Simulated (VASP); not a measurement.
Input of a VASP 6.6.1 run:

The input INCAR:

```
SYSTEM = Sb
ALGO = Normal
EDIFF = 1E-6
ENCUT = 520
GGA = PE
ISIF = 2
ISMEAR = 0
LASPH = .TRUE.
LCHARG = .FALSE.
LREAL = .FALSE.
LWAVE = .FALSE.
NBANDS = 12
NELM = 100
PREC = Accurate
SIGMA = 0.1
```

Contents of KPOINTS:

```
k-points
0
G
  18 18 14
  0 0 0
```

POSCAR

```
Sb
1.0
    4.1507216801      0.0000000000      0.0000000000
   -2.0753608400      3.5946304190      0.0000000000
    0.0000000000      0.0000000000      4.0542585233
Sb
2
Direct
    0.3333333333      0.6666666667      0.2500000000
    0.6666666667      0.3333333333      0.7500000000
```

Potentials or basis: VASP PAW PBE potentials, release 64 (Sb).

The run is started by

```sh
$ cat potpaw_PBE.64/Sb/POTCAR > POTCAR
$ mpirun -np 1 vasp_std > vasp.out
```

Task: Estimate the band gap on the k mesh.

Result: Zero (bands 5 and 6 overlap by 3.04 eV).

Task: Estimate the pressure.

Result: -0.1 GPa.

Caveat: spin-orbit coupling is left out, which moves the levels of the heavy elements.
